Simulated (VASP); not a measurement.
# Zn (Fm-3m) in VASP: a series of runs, part 2 of 2

VASP 6.6.1. Earlier steps stand in the parts before.

## (3) Single point, PBE0

This run uses another cell than the first one, of 14.99 Å³/atom.

Input file POSCAR:

```
Zn
1.0
    0.0000000000      1.9567816813      1.9567816813
    1.9567816813      0.0000000000      1.9567816813
    1.9567816813      1.9567816813      0.0000000000
Zn
1
Direct
    0.0000000000      0.0000000000      0.0000000000
```

Input file INCAR.step1:

```
SYSTEM = Zn
  PREC = Accurate
  ENCUT = 400
  EDIFF = 1E-5
  ISMEAR = -1
  SIGMA = 0.05
  LREAL = .False.
  LASPH = .True.
  NELM = 120
  ALGO = Normal
  ISIF = 2
  LWAVE = .True.
  LCHARG = .False.
  GGA = PE
  NBANDS = 12
  GGA_COMPAT = .False.
```

Input file INCAR.step2:

```
SYSTEM = Zn
  PREC = Accurate
  ENCUT = 400
  EDIFF = 1E-6
  ISMEAR = -1
  SIGMA = 0.05
  LREAL = .False.
  LASPH = .True.
  NELM = 120
  ALGO = Normal
  ISIF = 2
  LWAVE = .False.
  LCHARG = .False.
  GGA = PE
  LHFCALC = .True.
  AEXX = 0.25
  PRECFOCK = Normal
  ISTART = 1
  NBANDS = 12
  GGA_COMPAT = .False.
```

Input file KPOINTS:

```
regular mesh
0
Gamma
  6 6 6
  0 0 0
```

Potentials or basis: VASP PAW PBE potentials, release 64 (Zn).

Run with:

```bash
cat potpaw_PBE.64/Zn/POTCAR > POTCAR
cp INCAR.step1 INCAR
mpirun -np 1 vasp_std > vasp.out
cp INCAR.step2 INCAR
mpirun -np 1 vasp_std > vasp.out
```

OUTCAR:

```text
SYSTEM = Zn
   PREC = Accurate
   ENCUT = 400
   EDIFF = 1E-6
   ISMEAR = -1
   LREAL = .False.
   LASPH = .True.
   NELM = 120
   ISIF = 2
   GGA = PE
   LHFCALC = .True.
   AEXX = 0.25
   PRECFOCK = Normal
   ISTART = 1

 ion  position               nearest neighbor table
   1  0.000  0.000  0.000-

  LATTYP: Found a face centered cubic cell.
 ALAT       =     3.9135633626

  Lattice vectors:

 A1 = (   0.0000000000,   1.9567816813,   1.9567816813)
 A2 = (   1.9567816813,   0.0000000000,   1.9567816813)
 A3 = (   1.9567816813,   1.9567816813,   0.0000000000)

Analysis of symmetry for initial positions (statically):
=====================================================================
 Subroutine PRICEL returns:
 Original cell was already a primitive cell.

 Routine SETGRP: Setting up the symmetry group for a
 face centered cubic supercell.

 Subroutine GETGRP returns: Found 48 space group operations
 (whereof 48 operations were pure point group operations)
 out of a pool of 48 trial point group operations.

The static configuration has the point symmetry O_h .

Analysis of symmetry for dynamics (positions and initial velocities):
=====================================================================
 Subroutine PRICEL returns:
 Original cell was already a primitive cell.

 Routine SETGRP: Setting up the symmetry group for a
 face centered cubic supercell.

 Subroutine GETGRP returns: Found 48 space group operations
 (whereof 48 operations were pure point group operations)
 out of a pool of 48 trial point group operations.

The dynamic configuration has the point symmetry O_h .

 Subroutine INISYM returns: Found 48 space group operations
 (whereof 48 operations are pure point group operations),
 and found     1 'primitive' translations

----------------------------------------------------------------------------------------

                                     Primitive cell

  volume of cell :      14.9850

  direct lattice vectors                    reciprocal lattice vectors
     0.000000000  1.956781681  1.956781681    -0.255521607  0.255521607  0.255521607
     1.956781681  0.000000000  1.956781681     0.255521607 -0.255521607  0.255521607
     1.956781681  1.956781681  0.000000000     0.255521607  0.255521607 -0.255521607

  length of vectors
     2.767307192  2.767307192  2.767307192     0.442576406  0.442576406  0.442576406

  position of ions in fractional coordinates (direct lattice)
     0.000000000  0.000000000  0.000000000

  ion indices of the primitive-cell ions
   primitive index   ion index
                 1           1

----------------------------------------------------------------------------------------

 KPOINTS: regular mesh

Automatic generation of k-mesh.
 Grid dimensions read from file:
 generate k-points for:    6    6    6

 Generating k-lattice:

  Cartesian coordinates                     Fractional coordinates (reciprocal lattice)
[... 33 lines left out ...]
   k-points           NKPTS =     16   k-points in BZ     NKDIM =    216   number of bands    NBANDS=     12
   number of dos      NEDOS =    301   number of ions     NIONS =      1
   total plane-waves  NPLWV =   5832
   dimension x,y,z NGX =    18 NGY =   18 NGZ =   18
   dimension x,y,z NGXF=    36 NGYF=   36 NGZF=   36
   ions per type =               1
   NGX,Y,Z   is equivalent  to a cutoff of  10.81, 10.81, 10.81 a.u.
   NGXF,Y,Z  is equivalent  to a cutoff of  21.63, 21.63, 21.63 a.u.
 SYSTEM =  Zn
   PREC   = accura    normal or accurate (medium, high low for compatibility)
   ISTART =      1    job   : 0-new  1-cont  2-samecut
   ICHARG =      0    charge: 1-file 2-atom 10-const
   ISPIN  =      1    spin polarized calculation?
   LNONCOLLINEAR =      F non collinear calculations
   LSORBIT =      F    spin-orbit coupling
   LASPH  =      T    aspherical Exc in radial PAW
   ENCUT  =  400.0 eV  29.40 Ry    5.42 a.u.   4.51  4.51  4.51*2*pi/ulx,y,z
   NELM   =    120;   NELMIN=  2; NELMDL=  0     # of ELM steps
   EDIFF  = 0.1E-05   stopping-criterion for ELM
   LREAL  =      F    real-space projection
   EDIFFG = 0.1E-04   stopping-criterion for IOM
   NSW    =      0    number of steps for IOM
   IBRION =     -1    ionic relax: 0-MD 1-quasi-New 2-CG
   NFREE  =      0    steps in history (QN), initial steepest desc. (CG)
   ISIF   =      2    stress and relaxation
   ISYM   =      3    0-nonsym 1-usesym 2-fastsym
   POTIM  = 0.5000    time-step for ionic-motion
   TEBEG  =    0.0;   TEEND  =   0.0 temperature during run
   PSTRESS=    0.0 pullay stress
   NELECT =      12.0000    total number of electrons
   NUPDOWN=      -1.0000    fix difference up-down
   EMIN   =  10.00;   EMAX   =-10.00  energy-range for DOS
   EFERMI =   0.00;   METHOD = LEGACY
   ISMEAR =    -1;   SIGMA  =   0.05  broadening in eV -4-tet -1-fermi 0-gaus
   EFERMI_NEDOS =   21; number of points for ismear=-14 and -15
   IALGO  =     38    algorithm
   IMIX   =      1    mixing-type and parameters
     AMIX     =   0.40;   BMIX     =  1.00
     AMIX_MAG =   1.60;   BMIX_MAG =  1.00
  volume/ion in A,a.u.               =      14.99       101.12
  Fermi-wavevector in a.u.,A,eV,Ry     =   1.520254  2.872864 31.445415  2.311173
  Thomas-Fermi vector in A             =   2.629130
   LORBIT       =      0    0 simple, 1 ext, 2 COOP (PROOUT), +10 PAW based schemes
   GGA     = PE    functional components
   LHFCALC =     T    Hartree Fock is set to
   PRECFOCK=normal    Normal, Fast or Accurate (Low or Medium for compatibility)
   ENCUT4O =  -1.0   cutoff for four orbital integrals eV
   NKREDX  =     1    reduce k-point grid by
   NKREDY  =     1    reduce k-point grid by
   NKREDZ  =     1    reduce k-point grid by
   AEXX    =    0.2500 exact exchange contribution
   HFSCREEN=    0.0000 screening length (either q_TF or 0.3 A-1)
   HFSCREENC=   0.0000 screening length for correlation (either q_TF or 0.3 A-1)
   ENCUTFOCK=  -1.0 apply spherical cutoff to Coloumb kernel
   IVDW    =     0    specifies the selected vdW correction
   LEPSILON=     F    determine dielectric tensor
   LRPA    =     F    only Hartree local field effects (RPA)
 non-spin polarized calculation
  energy-cutoff  :      400.00
  volume of cell :       14.99
 maximum number of plane-waves:       283
 NGX is ok and might be reduce to    18
  NGX = 14; NGY = 14; NGZ = 14

 number of electron      12.0000026 magnetization

 Free energy of the ion-electron system (eV)
  ---------------------------------------------------
  ext. energy  EPLUGINS =         0.00000000
  ---------------------------------------------------
  free energy    TOTEN  =        -1.11050530 eV

  energy without entropy =       -1.10340693  energy(sigma->0) =       -1.10695612

 E-fermi :   3.5816     XC(G=0):  -9.1208

 val. band max:        2.6292181227   @ k =  -0.3333   0.3333   0.1667
 cond. band min:       3.6162785804   @ k =  -0.3333   0.3333   0.1667
 fundamental gap:      0.9870604577
 Fermi energy:         3.5815607850

 k-point     1 :       0.0000    0.0000    0.0000
  band No.  band energies     occupation
      1      -9.0969      2.00000
      2      -7.2111      2.00000
      3      -7.2111      2.00000
      4      -7.2111      2.00000
      5      -6.8277      2.00000
      6      -6.8277      2.00000
      7      23.3055      0.00000
      8      23.3055      0.00000
      9      23.3055      0.00000
     10      23.4060      0.00000
     11      25.8413      0.00000
     12      25.8413      0.00000
[... 211 lines left out ...]
 k-point    16 :      -0.3333    0.5000    0.1667
  band No.  band energies     occupation
      1      -7.6415      2.00000
      2      -7.5795      2.00000
      3      -6.9020      2.00000
      4      -6.7032      2.00000
      5      -6.4173      2.00000
      6       3.9787      0.00071
      7       6.4450      0.00000
      8       8.2847      0.00000
      9       9.3373      0.00000
     10      22.5759      0.00000
     11      23.6255      0.00000
     12      31.9722      0.00000

------------------------ aborting loop because EDIFF is reached ----------------------------------------

  FORCE on cell =-STRESS in cart. coord.  units (eV):
  Direction    XX          YY          ZZ          XY          YZ          ZX
  --------------------------------------------------------------------------------------
  -------------------------------------------------------------------------------------
  Total       -0.0694958     -0.0694958     -0.0694958     -0.0000000     -0.0000000     -0.0000000
  in kB       -7.4304010     -7.4304010     -7.4304010     -0.0000000     -0.0000000     -0.0000000
  external PRESSURE =      -7.4304010 kB  Pullay stress =       0.0000000 kB

 VOLUME and BASIS-vectors are now :
 -----------------------------------------------------------------------------
  energy-cutoff  :      400.00
  volume of cell :       14.99
      direct lattice vectors                 reciprocal lattice vectors
     0.000000000  1.956781681  1.956781681    -0.255521607  0.255521607  0.255521607
     1.956781681  0.000000000  1.956781681     0.255521607 -0.255521607  0.255521607
     1.956781681  1.956781681  0.000000000     0.255521607  0.255521607 -0.255521607

 POSITION                                       TOTAL-FORCE (eV/Angst)
 -----------------------------------------------------------------------------------
      0.00000      0.00000      0.00000        -0.000000      0.000000      0.000000
 -----------------------------------------------------------------------------------
    total drift:                               -0.000000     -0.000000     -0.000000

  FREE ENERGIE OF THE ION-ELECTRON SYSTEM (eV)
  ---------------------------------------------------
  free  energy   TOTEN  =        -1.1105053037 eV

  energy  without entropy=       -1.1034069299  energy(sigma->0) =       -1.10695612
```

Run time: 4.3 min. Hardware: 1 thread of Intel Xeon Platinum 8259CL at 2.50GHz (Skylake/Cascade Lake), shared host; peak memory 0.12 GiB.

Results:

```yaml
Free_energy: -1.1105 eV
Pressure: -0.7 GPa
Band_gap_on_the_k_mesh: zero (bands 6 and 7 overlap by 2.60 eV)
```

Caveat: the k points lie up to 0.46 Å⁻¹ apart, too coarse for converged energies and pressures of a metal; the PAW data sets were made with another functional, which shifts forces and pressure a little.

## (4) Single point, B3LYP

This run uses another cell than the first one, of 15.17 Å³/atom.

Input file POSCAR:

```
Zn
1.0
    0.0000000000      1.9647760000      1.9647760000
    1.9647760000      0.0000000000      1.9647760000
    1.9647760000      1.9647760000      0.0000000000
Zn
1
Direct
    0.0000000000      0.0000000000      0.0000000000
```

INCAR.step1 is that of step 3.

Edit INCAR.step2 of step 3 so:

```diff
@@ -13,5 +13,8 @@
   LCHARG = .False.
-  GGA = PE
+  GGA = B3
   LHFCALC = .True.
-  AEXX = 0.25
+  AEXX = 0.2
+  AGGAX = 0.72
+  AGGAC = 0.81
+  ALDAC = 0.19
   PRECFOCK = Normal
```

KPOINTS is that of step 3.

Potentials or basis: VASP PAW PBE potentials, release 64 (Zn).

Run with:

```bash
cat potpaw_PBE.64/Zn/POTCAR > POTCAR
cp INCAR.step1 INCAR
mpirun -np 1 vasp_std > vasp.out
cp INCAR.step2 INCAR
mpirun -np 1 vasp_std > vasp.out
```

OUTCAR:

```text
SYSTEM = Zn
   PREC = Accurate
   ENCUT = 400
   EDIFF = 1E-6
   ISMEAR = -1
   LREAL = .False.
   LASPH = .True.
   NELM = 120
   ISIF = 2
   GGA = B3
   LHFCALC = .True.
   AEXX = 0.2
   PRECFOCK = Normal
   ISTART = 1

 ion  position               nearest neighbor table
   1  0.000  0.000  0.000-

  LATTYP: Found a face centered cubic cell.
 ALAT       =     3.9295520000

  Lattice vectors:

 A1 = (   0.0000000000,   1.9647760000,   1.9647760000)
 A2 = (   1.9647760000,   0.0000000000,   1.9647760000)
 A3 = (   1.9647760000,   1.9647760000,   0.0000000000)

Analysis of symmetry for initial positions (statically):
=====================================================================
 Subroutine PRICEL returns:
 Original cell was already a primitive cell.

 Routine SETGRP: Setting up the symmetry group for a
 face centered cubic supercell.

 Subroutine GETGRP returns: Found 48 space group operations
 (whereof 48 operations were pure point group operations)
 out of a pool of 48 trial point group operations.

[... 164 lines left out ...]

 k-point     1 :       0.0000    0.0000    0.0000
  band No.  band energies     occupation
      1      -8.4216      2.00000
      2      -6.6606      2.00000
      3      -6.6606      2.00000
      4      -6.6606      2.00000
      5      -6.2875      2.00000
      6      -6.2875      2.00000
      7      22.7634      0.00000
      8      22.7634      0.00000
      9      22.7634      0.00000
     10      23.5538      0.00000
     11      25.6493      0.00000
     12      25.6493      0.00000
[... 211 lines left out ...]
 k-point    16 :      -0.3333    0.5000    0.1667
  band No.  band energies     occupation
      1      -7.0551      2.00000
      2      -7.0080      2.00000
      3      -6.3565      2.00000
      4      -6.1661      2.00000
      5      -5.8949      2.00000
      6       4.1650      0.00002
      7       6.3173      0.00000
      8       8.3154      0.00000
      9       9.2867      0.00000
     10      22.4611      0.00000
     11      23.3046      0.00000
     12      31.7403      0.00000

------------------------ aborting loop because EDIFF is reached ----------------------------------------

  FORCE on cell =-STRESS in cart. coord.  units (eV):
  Direction    XX          YY          ZZ          XY          YZ          ZX
  --------------------------------------------------------------------------------------
  -------------------------------------------------------------------------------------
  Total        0.2587357      0.2587357      0.2587357     -0.0000000     -0.0000000      0.0000000
  in kB       27.3273631     27.3273631     27.3273631     -0.0000000     -0.0000000      0.0000000
  external PRESSURE =      27.3273631 kB  Pullay stress =       0.0000000 kB

 VOLUME and BASIS-vectors are now :
 -----------------------------------------------------------------------------
  energy-cutoff  :      400.00
  volume of cell :       15.17
      direct lattice vectors                 reciprocal lattice vectors
     0.000000000  1.964776000  1.964776000    -0.254481936  0.254481936  0.254481936
     1.964776000  0.000000000  1.964776000     0.254481936 -0.254481936  0.254481936
     1.964776000  1.964776000  0.000000000     0.254481936  0.254481936 -0.254481936

 POSITION                                       TOTAL-FORCE (eV/Angst)
 -----------------------------------------------------------------------------------
      0.00000      0.00000      0.00000         0.000000      0.000000      0.000000
 -----------------------------------------------------------------------------------
    total drift:                                0.000000      0.000000      0.000000

  FREE ENERGIE OF THE ION-ELECTRON SYSTEM (eV)
  ---------------------------------------------------
  free  energy   TOTEN  =        -0.3769773076 eV

  energy  without entropy=       -0.3698975616  energy(sigma->0) =       -0.37343743
```

Wall time 4.4 min (1 thread of Intel Xeon Platinum 8259CL at 2.50GHz (Skylake/Cascade Lake), shared host); peak memory 0.12 GiB.

Results:

- Free energy: -0.3770 eV
- Pressure: 2.7 GPa
- Band gap on the k mesh: zero (bands 6 and 7 overlap by 2.69 eV)

Caveat: the k points lie up to 0.46 Å⁻¹ apart, too coarse for converged energies and pressures of a metal; the PAW data sets were made with another functional, which shifts forces and pressure a little.

## (5) Overview

```tsv
level	cell	share of exact exchange	screening parameter	gap on the mesh (eV)	pressure (GPa)
PBEsol-based screened hybrid with 25 % exact exchange	a = 2.727 Å, angles 60.0°, 1 atom	0.25	0.207 1/Å	none	-0.7
PBE0	a = 2.767 Å, angles 60.0°, 1 atom	0.25	-	none	-0.7
B3LYP	a = 2.779 Å, angles 60.0°, 1 atom	0.2	-	none	2.7
```

Alike in all rows: task single point; potentials or basis VASP PAW PBE potentials, release 64 (Zn); no spin polarisation; k mesh 6 × 6 × 6; cutoff (eV) 400; smearing fermi-dirac 0.05 eV.

Caveats: all runs use coarse meshes; the PAW data sets were made with another functional, which shifts forces and pressure a little.

Total energies depend on the potentials used, so only differences within one code and one set of settings carry meaning.
